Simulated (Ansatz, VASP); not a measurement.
# Two plane-wave programs on GaAs

The input INCAR:

```
ALGO = Normal ; DIPOL = 0.5 0.5 0.311
EDIFF = 1E-6 ; ENCUT = 400
GGA = CA ; GGA_COMPAT = False
IDIPOL = 3 ; ISIF = 2
ISMEAR = 0 ; LASPH = True
LCHARG = False ; LDIPOL = True
LREAL = False ; LWAVE = False
NBANDS = 26 ; NELM = 120
NELMDL = -8 ; PREC = Accurate
SIGMA = 0.05
```

Contents of KPOINTS:

```
k-points
0
Gamma
  7 7 1
```

The input POSCAR:

```
GaAs
1.0
    3.9617670063      0.0000000000      0.0000000000
    0.0000000000      3.9617670063      0.0000000000
    0.0000000000      0.0000000000     19.7611875376
As Ga
2 2
Direct
    0.0000000000      0.5000000000      0.2024169849
    0.5000000000      0.0000000000      0.3496095644
    0.5000000000      0.5000000000      0.2732981581
    0.0000000000      0.0000000000      0.4180511683
```

Input for Ansatz:

```yaml
crystal:
  lattice:
    - [3.9617670063, 0.0, 0.0]
    - [0.0, 3.9617670063, 0.0]
    - [0.0, 0.0, 19.7611875376]
  atoms:
    - { symbol: As, position: [0.0, 0.5, 0.2024169849] }
    - { symbol: Ga, position: [0.5, 0.5, 0.2732981581] }
    - { symbol: As, position: [0.5, 0.0, 0.3496095644] }
    - { symbol: Ga, position: [0.0, 0.0, 0.4180511683] }
basis:
  ecutwfc: 420
kpoints:
  mp_grid: { grid: [7, 7, 1] }
hamiltonian:
  xc: lda
  pseudopotentials: { kind: paw, azcp: { folder: soft_1 } }
scf:
  occupations: { method: gaussian, width: 0.05 }
output:
  forces: true
  eigenvalues: true
efield:
  axis: 3
  dipole_correction: true
  ramp_width: 0.04
```

Alike in both runs: task single point; functional LDA; k mesh 7 × 7 × 1; occupations gaussian, width 0.05 eV; no spin polarisation.

```csv
,VASP,Ansatz
version,VASP 6.6.1,Ansatz 0.2.0
potentials or method,"VASP PAW LDA potentials, release 64 (As, Ga_d), cutoff 400 eV","scalar-relativistic, plane waves, PAW"
valence electrons in the cell,36,56
```

Ansatz gave:

| Item | Value |
| --- | --- |
| gap on the k mesh at the Fermi level (eV) | none |
| rms of the force components (eV/Å) | 0.187 |

**Question.** Which values does VASP return?

**Answer.** gap on the k mesh at the Fermi level (eV): none; rms of the force components (eV/Å): 0.181.

Ansatz warns that its potentials were made for another functional, while VASP's fit it. LDA's correlation is that of Perdew and Zunger in VASP and of Perdew and Wang (1992) in Ansatz. A gap of «none» marks a metal or a gap that the smearing closes. VASP's potentials hold 36 valence electrons a cell and Ansatz's 56, so a difference there can come from the potentials and not from the codes.
